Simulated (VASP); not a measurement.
# AlN (Cm) in VASP: notebook, part 2 of 2

VASP 6.6.1. The steps go on from the part before.

### Step 3. Single point, PBE (atom 3 (N) moved -0.080 Å towards its neighbour atom 2 (Al) at 1.885 Å)

The input, INCAR:

```
  PREC = Accurate
  ENCUT = 520
  EDIFF = 1E-6
  ISMEAR = 0
  SIGMA = 0.05
  LREAL = F
  LASPH = T
  NELM = 100
  ALGO = Normal
  ISIF = 2
  LWAVE = F
  LCHARG = T
  GGA = PE
  LELF = T
  LVHAR = T
  NBANDS = 16
```

The input, KPOINTS:

```
Automatic mesh
0
Gamma
  12 12 6
```

The input, POSCAR:

```
AlN
1.0
    3.1110021516      0.0000000000      0.0000000000
   -1.5555010758      2.6942068945      0.0000000000
    0.0000000000      0.0000000000      4.9780000000
Al N
2 2
Direct
    0.3333333333      0.6666666667      0.0000000000
    0.6666666667      0.3333333333      0.5000000000
    0.3616244570      0.6808122285      0.3801197812
    0.6666666667      0.3333333333      0.8850000000
```

Potentials or basis: VASP PAW PBE potentials, release 64 (Al, N).

On the command line:

```bash
$ cat potpaw_PBE.64/Al/POTCAR potpaw_PBE.64/N/POTCAR > POTCAR
$ mpirun -np 1 vasp_std > vasp.out
```

OUTCAR:

```text
PREC = Accurate
   ENCUT = 520
   EDIFF = 1E-6
   ISMEAR = 0
   LREAL = F
   LASPH = T
   NELM = 100
   ISIF = 2
   GGA = PE

 ion  position               nearest neighbor table
   1  0.333  0.667  0.000-   4 1.89   4 1.89   4 1.89   3 1.89   2 3.07   2 3.07   2 3.07   2 3.07
                             2 3.07   2 3.07
   2  0.667  0.333  0.500-   3 1.86   3 1.86   4 1.92   3 1.97   1 3.07   1 3.07   1 3.07   1 3.07
                             1 3.07   1 3.07
   3  0.362  0.681  0.380-   2 1.86   2 1.86   1 1.89   2 1.97
   4  0.667  0.333  0.885-   1 1.89   1 1.89   1 1.89   2 1.92

  LATTYP: Found a hexagonal cell.
 ALAT       =     3.1110021516
 C/A-ratio  =     1.6001274694

  Lattice vectors:

 A1 = (   3.1110021516,   0.0000000000,   0.0000000000)
 A2 = (  -1.5555010758,   2.6942068945,   0.0000000000)
 A3 = (   0.0000000000,   0.0000000000,   4.9780000000)

Analysis of symmetry for initial positions (statically):
=====================================================================
 Subroutine PRICEL returns:
 Original cell was already a primitive cell.

[... 169 lines left out ...]
  free energy    TOTEN  =       -29.72508942 eV

  energy without entropy =      -29.72508942  energy(sigma->0) =      -29.72508942

 E-fermi :   6.4597     XC(G=0): -10.9150

 val. band max:        6.2034823764   @ k =   0.0000   0.0000   0.0000
 cond. band min:      10.3703230331   @ k =   0.0000   0.0000   0.0000
 fundamental gap:      4.1668406567
 Fermi energy:         6.4596679361

 k-point     1 :       0.0000    0.0000    0.0000
  band No.  band energies     occupation
      1      -9.0322      2.00000
      2      -6.8792      2.00000
      3       0.1716      2.00000
      4       5.1767      2.00000
      5       5.3817      2.00000
      6       5.9150      2.00000
[... 433 lines left out ...]
      3       1.3507      2.00000
      4       2.1443      2.00000
      5       2.4149      2.00000
      6       4.0219      2.00000
[... 8 lines left out ...]
     15      18.4389      0.00000
     16      21.1336      0.00000

 [... further k-points ...]
[... 5 lines left out ...]
  --------------------------------------------------------------------------------------
  -------------------------------------------------------------------------------------
  Total        0.7501344      1.5135685      1.0013712     -0.6611533      0.1681923      0.2913177
  in kB       28.8047094     58.1201207     38.4520549    -25.3878910      6.4584844     11.1864231
  external PRESSURE =      41.7922950 kB  Pullay stress =       0.0000000 kB

 VOLUME and BASIS-vectors are now :
 -----------------------------------------------------------------------------
  energy-cutoff  :      520.00
  volume of cell :       41.72
      direct lattice vectors                 reciprocal lattice vectors
     3.111002152  0.000000000  0.000000000     0.321439829  0.185583372  0.000000000
    -1.555501076  2.694206895  0.000000000     0.000000000  0.371166744  0.000000000
     0.000000000  0.000000000  4.978000000     0.000000000  0.000000000  0.200883889

 POSITION                                       TOTAL-FORCE (eV/Angst)
 -----------------------------------------------------------------------------------
     -0.00000      1.79614      0.00000         0.092600      0.053463      0.041401
      1.55550      0.89807      2.48900         0.769709      0.444392      0.112187
      0.06601      1.83425      1.89224        -0.907206     -0.523776      0.202694
      1.55550      0.89807      4.40553         0.044897      0.025921     -0.356283
 -----------------------------------------------------------------------------------
    total drift:                               -0.000319     -0.000185      0.000478

  FREE ENERGIE OF THE ION-ELECTRON SYSTEM (eV)
  ---------------------------------------------------
  free  energy   TOTEN  =       -29.7250894176 eV

  energy  without entropy=      -29.7250894176  energy(sigma->0) =      -29.72508942
```

It took 4.8 min on 1 thread of AMD EPYC 7R13, shared host; peak memory 0.23 GiB.

What came out:

```
Free energy            : -29.7251 eV
Pressure               : 4.2 GPa
Largest force          : 1.067 eV/Å
Band gap on the k mesh : 4.17 eV, direct
```

Forces on the atoms (eV/Å):
```
Al   0.093  0.053  0.041
Al   0.770  0.444  0.112
N   -0.907 -0.524  0.203
N    0.045  0.026 -0.356
```

Levels at points of the mesh, in eV from the valence-band top:
```tsv
k point	band 6	band 7	band 8	band 9	band 10	band 11
(0.00, 0.00, 0.00)	-0.29	-0.24	0.00	4.17	6.62	10.56
(0.50, 0.00, 0.00)	-2.20	-1.62	-0.80	5.49	5.86	8.06
(0.00, 0.50, 0.00)	-2.11	-1.90	-0.71	5.74	5.92	8.17
(0.00, 0.00, 0.50)	-0.62	-0.61	-0.42	6.40	6.44	10.15
(0.50, 0.00, 0.50)	-1.52	-1.52	-1.43	5.36	5.42	9.09
(0.00, 0.50, 0.50)	-1.47	-1.36	-1.30	5.19	5.24	9.18
```

Caveat: the cell differs from its parent crystal (atom 3 (N) moved -0.080 Å towards its neighbour atom 2 (Al) at 1.885 Å); forces of over 1 eV/Å act on the atoms, so gaps and moduli don't describe the material at rest. A k mesh can miss the band edges.
